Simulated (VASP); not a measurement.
# Ti (Im-3m) in VASP: notebook, part 2 of 2

VASP 6.6.1. The steps go on from the part before.

## 5. Single point, r2SCAN

This run uses another cell than the first one, of 17.68 Å³/atom, 1.003 times its volume.

The input, POSCAR:

```
Ti
1.0
   -1.6410000000      1.6410000000      1.6410000000
    1.6410000000     -1.6410000000      1.6410000000
    1.6410000000      1.6410000000     -1.6410000000
Ti
1
Direct
    0.0000000000      0.0000000000      0.0000000000
```

The input, INCAR.step1:

```
PREC = Accurate
ENCUT = 520
ISMEAR = -1
SIGMA = 0.05
LREAL = False
LASPH = True
NELM = 100
NBANDS = 12
GGA = PE
ALGO = Normal
EDIFF = 1E-4
LWAVE = True
LCHARG = False
```

The input, INCAR.step2:

```
PREC = Accurate
ENCUT = 520
EDIFF = 1E-7
ISMEAR = -1
SIGMA = 0.05
LREAL = False
LASPH = True
NELM = 100
ALGO = Normal
ISIF = 2
LWAVE = False
LCHARG = True
METAGGA = R2SCAN
LMIXTAU = True
LELF = True
LVHAR = True
NBANDS = 12
ISTART = 1
```

The input, KPOINTS:

```
Automatic mesh
0
Gamma
  11 11 11
```

Potentials or basis: VASP PAW PBE potentials, release 64 (Ti_sv).

Started as:

```sh
$ cat potpaw_PBE.64/Ti_sv/POTCAR > POTCAR
$ cp INCAR.step1 INCAR
$ mpirun -np 1 vasp_std > vasp.out
$ cp INCAR.step2 INCAR
$ mpirun -np 1 vasp_std > vasp.out
```

OUTCAR:

```text
PREC = Accurate
   ENCUT = 520
   EDIFF = 1E-7
   ISMEAR = -1
   LREAL = False
   LASPH = True
   NELM = 100
   ISIF = 2
   METAGGA = R2SCAN
   ISTART = 1

 ion  position               nearest neighbor table
   1  0.000  0.000  0.000-

  LATTYP: Found a body centered cubic cell.
 ALAT       =     3.2820000000

  Lattice vectors:

 A1 = (  -1.6410000000,   1.6410000000,   1.6410000000)
 A2 = (   1.6410000000,  -1.6410000000,   1.6410000000)
 A3 = (   1.6410000000,   1.6410000000,  -1.6410000000)

Analysis of symmetry for initial positions (statically):
=====================================================================
 Subroutine PRICEL returns:
 Original cell was already a primitive cell.

 Routine SETGRP: Setting up the symmetry group for a
 body centered cubic supercell.

 Subroutine GETGRP returns: Found 48 space group operations
[... 9 lines left out ...]

 Routine SETGRP: Setting up the symmetry group for a
 body centered cubic supercell.

 Subroutine GETGRP returns: Found 48 space group operations
[... 11 lines left out ...]
                                     Primitive cell

  volume of cell :      17.6761

  direct lattice vectors                    reciprocal lattice vectors
    -1.641000000  1.641000000  1.641000000     0.000000000  0.304692261  0.304692261
     1.641000000 -1.641000000  1.641000000     0.304692261  0.000000000  0.304692261
     1.641000000  1.641000000 -1.641000000     0.304692261  0.304692261  0.000000000

  length of vectors
     2.842295375  2.842295375  2.842295375     0.430899928  0.430899928  0.430899928

  position of ions in fractional coordinates (direct lattice)
     0.000000000  0.000000000  0.000000000

  ion indices of the primitive-cell ions
   primitive index   ion index
                 1           1

----------------------------------------------------------------------------------------

 KPOINTS: Automatic mesh
[... 85 lines left out ...]
   IALGO  =     38    algorithm
   IMIX   =      4    mixing-type and parameters
     AMIX     =   0.40;   BMIX     =  1.00
     AMIX_MAG =   1.60;   BMIX_MAG =  1.00
  volume/ion in A,a.u.               =      17.68       119.28
  Fermi-wavevector in a.u.,A,eV,Ry     =   1.438821  2.718977 28.166848  2.070205
  Thomas-Fermi vector in A             =   2.557745
   LORBIT       =      0    0 simple, 1 ext, 2 COOP (PROOUT), +10 PAW based schemes
   METAGGA = R2SCAN    functional components
   LHFCALC =     F    Hartree Fock is set to
   AEXX    =    0.0000 exact exchange contribution
   IVDW    =     0    specifies the selected vdW correction
   LEPSILON=     F    determine dielectric tensor
   LRPA    =     F    only Hartree local field effects (RPA)
 non-spin polarized calculation
  energy-cutoff  :      520.00
  volume of cell :       17.68
 maximum number of plane-waves:       486
 NGX is ok and might be reduce to    24
   NGX = 11   NGY = 11   NGZ = 11

 number of electron      12.0000001 magnetization

 Free energy of the ion-electron system (eV)
  ---------------------------------------------------
  ext. energy  EPLUGINS =         0.00000000
  ---------------------------------------------------
  free energy    TOTEN  =       -12.81849260 eV

  energy without entropy =      -12.79655763  energy(sigma->0) =      -12.80752511

 E-fermi :   7.9360     XC(G=0): -12.3099

 val. band max:        7.8923077850   @ k =   0.1818   0.1818   0.0000
 cond. band min:       7.9370508981   @ k =  -0.3636  -0.4545   0.0909
 fundamental gap:      0.0447431130
 Fermi energy:         7.9359900142

 k-point     1 :       0.0000    0.0000    0.0000
  band No.  band energies     occupation
      1     -51.0160      2.00000
      2     -25.8387      2.00000
      3     -25.8387      2.00000
      4     -25.8387      2.00000
      5       1.6353      2.00000
      6       9.0603      0.00000
      7       9.0603      0.00000
      8       9.0604      0.00000
      9      10.7998      0.00000
     10      10.7998      0.00000
     11      25.9003      0.00000
     12      25.9003      0.00000
[... 331 lines left out ...]
 k-point    24 :       0.3636    0.1818    0.0909
  band No.  band energies     occupation
      1     -50.8818      2.00000
      2     -26.3758      2.00000
      3     -26.1292      2.00000
      4     -25.9429      2.00000
      5       6.4148      2.00000
      6       7.3592      1.99998
      7       7.8452      1.72034
      8      10.9961      0.00000
      9      11.1876      0.00000
     10      14.3358      0.00000
     11      16.7439      0.00000
     12      19.3389      0.00000

 [... further k-points ...]
[... 5 lines left out ...]
  --------------------------------------------------------------------------------------
  -------------------------------------------------------------------------------------
  Total       -0.2628735     -0.2628735     -0.2628735     -0.0000000      0.0000000     -0.0000000
  in kB      -23.8271218    -23.8271218    -23.8271218     -0.0000000      0.0000000     -0.0000000
  external PRESSURE =     -23.8271218 kB  Pullay stress =       0.0000000 kB

 VOLUME and BASIS-vectors are now :
 -----------------------------------------------------------------------------
  energy-cutoff  :      520.00
  volume of cell :       17.68
      direct lattice vectors                 reciprocal lattice vectors
    -1.641000000  1.641000000  1.641000000     0.000000000  0.304692261  0.304692261
     1.641000000 -1.641000000  1.641000000     0.304692261  0.000000000  0.304692261
     1.641000000  1.641000000 -1.641000000     0.304692261  0.304692261  0.000000000

 POSITION                                       TOTAL-FORCE (eV/Angst)
 -----------------------------------------------------------------------------------
      0.00000      0.00000      0.00000         0.000000      0.000000      0.000000
 -----------------------------------------------------------------------------------
    total drift:                                0.000000      0.000000      0.000000

  FREE ENERGIE OF THE ION-ELECTRON SYSTEM (eV)
  ---------------------------------------------------
  free  energy   TOTEN  =       -12.8184926004 eV

  energy  without entropy=      -12.7965576292  energy(sigma->0) =      -12.80752511
```

Wall time 66 s (1 thread of AMD EPYC 7R13 (Zen 3), shared host); peak memory 0.11 GiB.

Results:

```
Free energy            : -12.8185 eV
Pressure               : -2.4 GPa
Band gap on the k mesh : zero (band 6 reaches 9.06 eV, above the bottom of band 7 at 7.33 eV)
```

Caveat: the PAW data sets were made with another functional, which shifts forces and pressure a little.

## 6. Summary

```tsv
level	cell	smearing	gap on the mesh (eV)	pressure (GPa)
BLYP	a = 2.839 Å, angles 109.5°, 1 atom	fermi-dirac 0.05 eV	none	0.0
PBE	a = 2.842 Å, angles 109.5°, 1 atom	gaussian 0.012 eV	none	-3.1
PBE	a = 2.842 Å, angles 109.5°, 1 atom	gaussian 0.015 eV	none	-3.5
r2SCAN	a = 2.842 Å, angles 109.5°, 1 atom	fermi-dirac 0.05 eV	none	-2.4
```

Alike in all rows: task single point; potentials or basis VASP PAW PBE potentials, release 64 (Ti_sv); no spin polarisation; k mesh 11 × 11 × 11; cutoff (eV) 520.

Every run on the cell as given and a fine mesh finds a metal. The pressure there spans -3.5 GPa (PBE) to 0.0 GPa (BLYP); a positive pressure means that this level wants a larger cell, a negative one a smaller.

Caveats: the PAW data sets were made with another functional, which shifts forces and pressure a little (some runs).

Total energies depend on the potentials used, so only differences within one code and one set of settings carry meaning.
